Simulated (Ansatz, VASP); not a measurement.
# Two plane-wave programs on AlN

INCAR

```
PREC = Accurate ; ENCUT = 600
EDIFF = 1E-6 ; ISMEAR = 0
SIGMA = 0.01 ; LREAL = F
LASPH = T ; NELM = 120
ALGO = Normal ; ISIF = 2
LWAVE = F ; LCHARG = T
GGA = CA ; LELF = T
LVHAR = T ; NBANDS = 16
GGA_COMPAT = F
```

KPOINTS

```
Automatic mesh
0
Gamma
  12 12 6
```

The input POSCAR:

```
AlN
1.0
    3.3121160000      0.0000000000      0.0000000000
   -1.6560580000      2.8683765963      0.0000000000
    0.0000000000      0.0000000000      4.1875630000
Al N
2 2
Direct
    0.3333333333      0.6666666667      0.7500000000
    0.6666666667      0.3333333333      0.2500000000
    0.3333333333      0.6666666667      0.2500000000
    0.6666666667      0.3333333333      0.7500000000
```

Input for Ansatz:

```yaml
crystal:
  lattice:
    a: 3.312116
    b: 3.312116
    c: 4.187563
    alpha: 90.0
    beta: 90.0
    gamma: 120.0
  space_group: 194
  atoms:
    - { symbol: Al, position: [0.3333333333333333, 0.6666666666666666, 0.75] }
    - { symbol: "N", position: [0.3333333333333333, 0.6666666666666666, 0.25] }
basis:
  ecutwfc: 450.0
kpoints:
  mp_grid:
    grid: [12, 12, 6]
hamiltonian:
  xc: lda
scf:
  occupations:
    method: fixed
output:
  stress: true
```

Alike in both runs: task single point; functional LDA; k mesh 12 × 12 × 6; no spin polarisation.

|  | VASP | Ansatz |
| --- | --- | --- |
| version | VASP 6.6.1 | Ansatz 0.2.0 |
| potentials or method | VASP PAW LDA potentials, release 64 (Al, N), cutoff 600 eV | plane waves, PAW |
| occupations | gaussian, width 0.01 eV | fixed |
| valence electrons in the cell | 16 | 16 |

```csv
,VASP,Ansatz,Ansatz less VASP
pressure (GPa),-8.3,-8.7,-0.37
"traceless stress, the component that is largest in VASP (GPa)",-0.32,-0.12,+0.199
```

LDA's correlation is that of Perdew and Zunger in VASP and of Perdew and Wang (1992) in Ansatz.
